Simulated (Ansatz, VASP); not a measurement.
CaF2: VASP beside Ansatz

The input INCAR:

```
SYSTEM = CaF2
PREC = Accurate ; ENCUT = 600
EDIFF = 1E-6 ; ISMEAR = -1
SIGMA = 0.02 ; LREAL = .FALSE.
LASPH = .TRUE. ; NELM = 120
ALGO = Normal ; ISIF = 2
LWAVE = .FALSE. ; LCHARG = .FALSE.
GGA = PS ; NBANDS = 19
GGA_COMPAT = .FALSE.
```

The input KPOINTS:

```
Automatic mesh
0
G
  6 6 6
  0 0 0
```

Contents of POSCAR:

```
CaF2
1.0
    0.0000000000      2.7310000000      2.7310000000
    2.7310000000      0.0000000000      2.7310000000
    2.7310000000      2.7310000000      0.0000000000
Ca F
1 2
Direct
    0.0000000000      0.0000000000      0.0000000000
    0.2500000000      0.2500000000      0.2500000000
    0.7500000000      0.7500000000      0.7500000000
```

Input for Ansatz:

```yaml
crystal:
  lattice:
    - [0.0, 2.731, 2.731]
    - [2.731, 0.0, 2.731]
    - [2.731, 2.731, 0.0]
  atoms:
    - { symbol: Ca, position: [0.0, 0.0, 0.0] }
    - { symbol: F, position: [0.25, 0.25, 0.25] }
    - { symbol: F, position: [0.75, 0.75, 0.75] }
basis:
  ecutwfc: 510.0
kpoints:
  mp_grid:
    grid: [6, 6, 6]
hamiltonian:
  xc: pbesol
scf:
  occupations:
    method: fermi_dirac
    width: 0.02
output:
  stress: true
```

Alike in both runs: task single point; functional PBEsol; k mesh 6 × 6 × 6; occupations fermi-dirac, width 0.02 eV; no spin polarisation.

|  | VASP | Ansatz |
| --- | --- | --- |
| version | VASP 6.6.1 | Ansatz 0.2.0 |
| potentials or method | VASP PAW PBE potentials, release 64 (Ca_sv, F), cutoff 600 eV | plane waves, PAW |
| valence electrons in the cell | 24 | 24 |

Ansatz gave:

| Quantity | Value |
| --- | --- |
| pressure (GPa) | -1.9 |

Q: What did VASP give for the same quantities?

A: Pressure (GPa): -1.7.

VASP's potentials were made for PBE, not for PBEsol.
